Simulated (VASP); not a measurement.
# SiMo3 (Pmmm) in VASP: single point with PBE

Aim: the single point of SiMo3 with PBE.

All numbers are computed with VASP 6.6.1; they aren't measurements. Logs are shortened: lines on timing, memory, paths and dates and some standing lists are left out, and cuts for length are marked.

**1. The cell of the first run**

Symmetry: Pmmm, No. 47, orthorhombic system. The conventional cell has a = 4.906 Å, b = 4.906 Å, c = 4.906 Å, α = 90.00°, β = 90.00°, γ = 90.00°. Within 3.6 Å of Si (site symmetry mmm) lie 12 Mo at 2.72 to 2.79 Å. Within 3.6 Å of Si (site symmetry mmm) lie 12 Mo at 2.69 to 2.77 Å. Mo (site symmetry 2mm) has 10 Mo at 2.34 to 3.01 Å and 4 Si at 2.72 to 2.77 Å within 3.1 Å. Within 3.1 Å of Mo (site symmetry m2m) lie 10 Mo at 2.34 to 3.08 Å and 4 Si at 2.72 to 2.77 Å. Mo (site symmetry mm2) has 10 Mo at 2.23 to 3.08 Å and 4 Si at 2.69 to 2.79 Å within 3.1 Å.

**2. Single point, PBE (atoms displaced along a vibrational mode)**

INCAR reads:

```
SYSTEM = SiMo3
  ALGO = Fast
  EDIFF = 1E-7
  ENCUT = 520
  GGA = PE
  ISIF = 2
  ISMEAR = 0
  LASPH = .TRUE.
  LCHARG = .FALSE.
  LREAL = .FALSE.
  LWAVE = .FALSE.
  NBANDS = 56
  NELM = 80
  PREC = Accurate
  SIGMA = 0.15
```

KPOINTS reads:

```
k-points
0
G
  8 8 8
  0 0 0
```

POSCAR reads:

```
SiMo3
1.0
    4.9064535172      0.0000000000      0.0000000000
    0.0000000000      4.9064535172      0.0000000000
    0.0000000000      0.0000000000      4.9064535172
Si Mo
2 6
Direct
    0.0000000000      0.0000000000      0.0000000000
    0.5000000000      0.5000000000      0.5000000000
    0.2385355074      0.0000000000      0.5000000000
    0.5000000000      0.7614644926      0.0000000000
    0.7614644926      0.0000000000      0.5000000000
    0.5000000000      0.2385355074      0.0000000000
    0.0000000000      0.5000000000      0.7270710148
    0.0000000000      0.5000000000      0.2729289852
```

Potentials or basis: VASP PAW PBE potentials, release 64 (Si, Mo_sv).

Started as:

```bash
$ cat potpaw_PBE.64/Si/POTCAR potpaw_PBE.64/Mo_sv/POTCAR > POTCAR
$ mpirun -np 1 vasp_std > vasp.out
```

OUTCAR:

```text
SYSTEM = SiMo3
   EDIFF = 1E-7
   ENCUT = 520
   GGA = PE
   ISIF = 2
   ISMEAR = 0
   LASPH = .TRUE.
   LREAL = .FALSE.
   NELM = 80
   PREC = Accurate

 ion  position               nearest neighbor table
   1  0.000  0.000  0.000-   3 2.72   4 2.72   5 2.72   6 2.72   3 2.72   5 2.72   4 2.72   6 2.72
                             7 2.79   8 2.79   7 2.79   8 2.79
   2  0.500  0.500  0.500-   7 2.69   8 2.69   7 2.69   8 2.69   3 2.77   4 2.77   4 2.77   6 2.77
                             3 2.77   5 2.77   5 2.77   6 2.77
   3  0.239  0.000  0.500-   5 2.34   5 2.57   1 2.72   1 2.72   2 2.77   2 2.77   7 2.94   8 2.94
                             7 2.94   8 2.94   6 3.01   6 3.01   4 3.01   4 3.01
   4  0.500  0.761  0.000-   6 2.34   6 2.57   1 2.72   1 2.72   2 2.77   2 2.77   3 3.01   5 3.01
                             3 3.01   5 3.01   8 3.08   7 3.08   7 3.08   8 3.08
   5  0.761  0.000  0.500-   3 2.34   3 2.57   1 2.72   1 2.72   2 2.77   2 2.77   8 2.94   7 2.94
                             8 2.94   7 2.94   6 3.01   4 3.01   4 3.01   6 3.01
   6  0.500  0.239  0.000-   4 2.34   4 2.57   1 2.72   1 2.72   2 2.77   2 2.77   3 3.01   3 3.01
                             5 3.01   5 3.01   7 3.08   8 3.08   7 3.08   8 3.08
   7  0.000  0.500  0.727-   8 2.23   8 2.68   2 2.69   2 2.69   1 2.79   1 2.79   5 2.94   3 2.94
                             5 2.94   3 2.94   6 3.08   4 3.08   4 3.08   6 3.08
   8  0.000  0.500  0.273-   7 2.23   7 2.68   2 2.69   2 2.69   1 2.79   1 2.79   3 2.94   3 2.94
                             5 2.94   5 2.94   4 3.08   6 3.08   4 3.08   6 3.08

  LATTYP: Found a simple cubic cell.
 ALAT       =     4.9064535172

  Lattice vectors:

 A1 = (   4.9064535172,   0.0000000000,   0.0000000000)
 A2 = (   0.0000000000,   4.9064535172,   0.0000000000)
 A3 = (   0.0000000000,   0.0000000000,   4.9064535172)

Analysis of symmetry for initial positions (statically):
=====================================================================
 Subroutine PRICEL returns:
 Original cell was already a primitive cell.

 Routine SETGRP: Setting up the symmetry group for a
 simple cubic supercell.

 Subroutine GETGRP returns: Found  8 space group operations
 (whereof  8 operations were pure point group operations)
 out of a pool of 48 trial point group operations.

The static configuration has the point symmetry D_2h.

Analysis of symmetry for dynamics (positions and initial velocities):
=====================================================================
 Subroutine PRICEL returns:
 Original cell was already a primitive cell.

 Routine SETGRP: Setting up the symmetry group for a
 simple cubic supercell.

 Subroutine GETGRP returns: Found  8 space group operations
 (whereof  8 operations were pure point group operations)
 out of a pool of 48 trial point group operations.

The dynamic configuration has the point symmetry D_2h.

 Subroutine INISYM returns: Found  8 space group operations
 (whereof  8 operations are pure point group operations),
 and found     1 'primitive' translations

----------------------------------------------------------------------------------------

                                     Primitive cell

  volume of cell :     118.1145

  direct lattice vectors                    reciprocal lattice vectors
     4.906453517  0.000000000  0.000000000     0.203813202  0.000000000  0.000000000
     0.000000000  4.906453517  0.000000000     0.000000000  0.203813202  0.000000000
     0.000000000  0.000000000  4.906453517     0.000000000  0.000000000  0.203813202

  length of vectors
     4.906453517  4.906453517  4.906453517     0.203813202  0.203813202  0.203813202

  position of ions in fractional coordinates (direct lattice)
     0.000000000  0.000000000  0.000000000
     0.500000000  0.500000000  0.500000000
     0.238535507  0.000000000  0.500000000
     0.500000000  0.761464493  0.000000000
     0.761464493  0.000000000  0.500000000
     0.500000000  0.238535507  0.000000000
     0.000000000  0.500000000  0.727071015
     0.000000000  0.500000000  0.272928985

  ion indices of the primitive-cell ions
   primitive index   ion index
                 1           1
                 2           2
                 3           3
                 4           4
                 5           5
                 6           6
                 7           7
                 8           8

----------------------------------------------------------------------------------------

 KPOINTS: k-points

Automatic generation of k-mesh.
 Grid dimensions read from file:
 generate k-points for:    8    8    8

 Generating k-lattice:

  Cartesian coordinates                     Fractional coordinates (reciprocal lattice)
     0.025476650  0.000000000  0.000000000     0.125000000  0.000000000  0.000000000
     0.000000000  0.025476650  0.000000000     0.000000000  0.125000000  0.000000000
     0.000000000  0.000000000  0.025476650     0.000000000  0.000000000  0.125000000

  Length of vectors
     0.025476650  0.025476650  0.025476650

  Shift w.r.t. Gamma in fractional coordinates (k-lattice)
     0.000000000  0.000000000  0.000000000

 Subroutine IBZKPT returns following result:
 ===========================================

 Found    125 irreducible k-points:

 Following reciprocal coordinates:
            Coordinates               Weight
  0.000000  0.000000  0.000000      1.000000
  0.125000  0.000000  0.000000      2.000000
  0.000000  0.125000  0.000000      2.000000
  0.000000  0.000000  0.125000      2.000000
  0.250000  0.000000  0.000000      2.000000
  0.000000  0.250000  0.000000      2.000000
[... 16 lines left out ...]
  0.375000  0.125000  0.000000      4.000000
  0.000000  0.375000  0.125000      4.000000
 [... further k-points ...]
   k-points           NKPTS =    125   k-points in BZ     NKDIM =    125   number of bands    NBANDS=     56
   number of dos      NEDOS =    301   number of ions     NIONS =      8
   total plane-waves  NPLWV =  46656
   dimension x,y,z NGX =    36 NGY =   36 NGZ =   36
   dimension x,y,z NGXF=    72 NGYF=   72 NGZF=   72
   ions per type =               2   6
   NGX,Y,Z   is equivalent  to a cutoff of  12.20, 12.20, 12.20 a.u.
   NGXF,Y,Z  is equivalent  to a cutoff of  24.40, 24.40, 24.40 a.u.
 SYSTEM =  SiMo3
   PREC   = accura    normal or accurate (medium, high low for compatibility)
   ISTART =      0    job   : 0-new  1-cont  2-samecut
   ICHARG =      2    charge: 1-file 2-atom 10-const
   ISPIN  =      1    spin polarized calculation?
   LNONCOLLINEAR =      F non collinear calculations
   LSORBIT =      F    spin-orbit coupling
   LASPH  =      T    aspherical Exc in radial PAW
   ENCUT  =  520.0 eV  38.22 Ry    6.18 a.u.   9.12  9.12  9.12*2*pi/ulx,y,z
   NELM   =     80;   NELMIN=  2; NELMDL= -5     # of ELM steps
   EDIFF  = 0.1E-06   stopping-criterion for ELM
   LREAL  =      F    real-space projection
   EDIFFG = 0.1E-05   stopping-criterion for IOM
   NSW    =      0    number of steps for IOM
   IBRION =     -1    ionic relax: 0-MD 1-quasi-New 2-CG
   NFREE  =      0    steps in history (QN), initial steepest desc. (CG)
   ISIF   =      2    stress and relaxation
   ISYM   =      2    0-nonsym 1-usesym 2-fastsym
   POTIM  = 0.5000    time-step for ionic-motion
   TEBEG  =    0.0;   TEEND  =   0.0 temperature during run
   PSTRESS=    0.0 pullay stress
   NELECT =      92.0000    total number of electrons
   NUPDOWN=      -1.0000    fix difference up-down
   EMIN   =  10.00;   EMAX   =-10.00  energy-range for DOS
   EFERMI =   0.00;   METHOD = LEGACY
   ISMEAR =     0;   SIGMA  =   0.15  broadening in eV -4-tet -1-fermi 0-gaus
   EFERMI_NEDOS =   21; number of points for ismear=-14 and -15
   IALGO  =     68    algorithm
   IMIX   =      4    mixing-type and parameters
     AMIX     =   0.40;   BMIX     =  1.00
     AMIX_MAG =   1.60;   BMIX_MAG =  1.00
  volume/ion in A,a.u.               =      14.76        99.63
  Fermi-wavevector in a.u.,A,eV,Ry     =   1.506271  2.846439 30.869606  2.268852
  Thomas-Fermi vector in A             =   2.617010
   LORBIT       =      0    0 simple, 1 ext, 2 COOP (PROOUT), +10 PAW based schemes
   GGA     = PE    functional components
   LHFCALC =     F    Hartree Fock is set to
   AEXX    =    0.0000 exact exchange contribution
   IVDW    =     0    specifies the selected vdW correction
   LEPSILON=     F    determine dielectric tensor
   LRPA    =     F    only Hartree local field effects (RPA)
 non-spin polarized calculation
 RMM-DIIS sequential band-by-band and
 Gauss-broadening in eV      SIGMA  =   0.15
  energy-cutoff  :      520.00
  volume of cell :      118.11
 maximum number of plane-waves:      3197
   NGX = 19   NGY = 19   NGZ = 19

 number of electron      91.9999982 magnetization

 Free energy of the ion-electron system (eV)
  ---------------------------------------------------
  ext. energy  EPLUGINS =         0.00000000
  ---------------------------------------------------
  free energy    TOTEN  =       -78.39685824 eV

  energy without entropy =      -78.35263546  energy(sigma->0) =      -78.37474685

 E-fermi :  12.5945     XC(G=0): -13.0398

 val. band max:       12.5889688244   @ k =  -0.3750   0.5000   0.0000
 cond. band min:      12.5955926910   @ k =   0.5000   0.2500   0.5000
 fundamental gap:      0.0066238666
 Fermi energy:        12.5944829527

 k-point     1 :       0.0000    0.0000    0.0000
  band No.  band energies     occupation
      1     -48.7114      2.00000
      2     -48.6001      2.00000
      3     -48.5540      2.00000
      4     -48.2063      2.00000
      5     -48.1930      2.00000
      6     -48.1439      2.00000
[... 48 lines left out ...]
     55      15.4186      0.00000
     56      15.4792      0.00000

 k-point     2 :       0.1250    0.0000    0.0000
  band No.  band energies     occupation
      1     -48.7075      2.00000
      2     -48.6004      2.00000
      3     -48.5465      2.00000
      4     -48.2063      2.00000
      5     -48.2052      2.00000
      6     -48.1439      2.00000
[... 48 lines left out ...]
     55      15.4079      0.00000
     56      15.4698      0.00000

 k-point     3 :       0.0000    0.1250    0.0000
  band No.  band energies     occupation
      1     -48.7067      2.00000
      2     -48.5959      2.00000
      3     -48.5516      2.00000
      4     -48.2186      2.00000
      5     -48.1930      2.00000
      6     -48.1439      2.00000
[... 1172 lines left out ...]
 k-point    23 :       0.3750    0.1250    0.0000
  band No.  band energies     occupation
      1     -48.6871      2.00000
      2     -48.5946      2.00000
      3     -48.4916      2.00000
      4     -48.2799      2.00000
      5     -48.2186      2.00000
      6     -48.1439      2.00000
[... 48 lines left out ...]
     55      15.1444      0.00000
     56      15.4085      0.00000

 k-point    24 :       0.0000    0.3750    0.1250
  band No.  band energies     occupation
      1     -48.6736      2.00000
      2     -48.5965      2.00000
      3     -48.5048      2.00000
      4     -48.2953      2.00000
      5     -48.1930      2.00000
      6     -48.1527      2.00000
[... 48 lines left out ...]
     55      15.2456      0.00000
     56      15.3379      0.00000

 [... further k-points ...]
[... 5 lines left out ...]
  --------------------------------------------------------------------------------------
  -------------------------------------------------------------------------------------
  Total        2.2125451      2.7675399      3.8813546      0.0000000      0.0000000      0.0000000
  in kB       30.0123250     37.5406175     52.6490861      0.0000000      0.0000000      0.0000000
  external PRESSURE =      40.0673429 kB  Pullay stress =       0.0000000 kB

 VOLUME and BASIS-vectors are now :
 -----------------------------------------------------------------------------
  energy-cutoff  :      520.00
  volume of cell :      118.11
      direct lattice vectors                 reciprocal lattice vectors
     4.906453517  0.000000000  0.000000000     0.203813202  0.000000000  0.000000000
     0.000000000  4.906453517  0.000000000     0.000000000  0.203813202  0.000000000
     0.000000000  0.000000000  4.906453517     0.000000000  0.000000000  0.203813202

 POSITION                                       TOTAL-FORCE (eV/Angst)
 -----------------------------------------------------------------------------------
      0.00000      0.00000      0.00000         0.000000     -0.000000      0.000000
      2.45323      2.45323      2.45323         0.000000     -0.000000      0.000000
      1.17036      0.00000      2.45323         1.957429     -0.000000      0.000000
      2.45323      3.73609      0.00000        -0.000000     -1.611215     -0.000000
      3.73609      0.00000      2.45323        -1.957429     -0.000000      0.000000
      2.45323      1.17036      0.00000         0.000000      1.611215      0.000000
      0.00000      2.45323      3.56734         0.000000     -0.000000      4.012735
      0.00000      2.45323      1.33911         0.000000     -0.000000     -4.012735
 -----------------------------------------------------------------------------------
    total drift:                                0.000000      0.000000      0.000000

  FREE ENERGIE OF THE ION-ELECTRON SYSTEM (eV)
  ---------------------------------------------------
  free  energy   TOTEN  =       -78.3968582410 eV

  energy  without entropy=      -78.3526354579  energy(sigma->0) =      -78.37474685
```

Wall time 7.9 min (1 thread of Intel Xeon 6975P-C (Granite Rapids), shared host); peak memory 0.62 GiB.

What came out:

```
Free energy            : -78.3969 eV
Pressure               : 4.0 GPa
Largest force          : 4.013 eV/Å
Band gap on the k mesh : zero (bands 46 and 47 overlap by 2.30 eV)
```

Forces in eV/Å, atoms in the order of the input:
```
Si   0.000  0.000  0.000
Si   0.000  0.000  0.000
Mo   1.957  0.000  0.000
Mo   0.000 -1.611  0.000
Mo  -1.957  0.000  0.000
Mo   0.000  1.611  0.000
Mo   0.000  0.000  4.013
Mo   0.000  0.000 -4.013
```

Levels at points of the mesh, in eV from the Fermi level:
| k point | band 44 | band 45 | band 46 | band 47 | band 48 | band 49 |
| --- | --- | --- | --- | --- | --- | --- |
| (0.00, 0.00, 0.00) | -1.29 | 1.10 | 1.22 | 1.25 | 1.95 | 2.20 |
| (0.50, 0.00, 0.00) | -1.69 | -0.15 | 0.52 | 0.72 | 0.94 | 1.18 |
| (0.00, 0.50, 0.00) | -1.39 | -0.01 | 0.50 | 0.82 | 1.08 | 1.25 |
| (0.00, 0.00, 0.50) | -1.42 | -0.41 | 0.57 | 0.76 | 0.78 | 1.25 |
| (0.50, 0.50, 0.00) | -0.82 | -0.75 | -0.66 | -0.65 | -0.40 | -0.22 |
| (0.00, 0.50, 0.50) | -1.02 | -1.01 | -0.87 | -0.86 | -0.53 | 0.37 |
| (0.50, 0.00, 0.50) | -0.73 | -0.72 | -0.66 | -0.58 | -0.42 | -0.24 |
| (0.50, 0.50, 0.50) | -1.16 | -1.14 | -1.14 | -1.08 | -1.02 | 0.60 |

Caveat: the cell differs from its parent crystal (atoms displaced along a vibrational mode); the cell stands under pressure; forces of over 1 eV/Å act on the atoms, so gaps and moduli don't describe the material at rest.
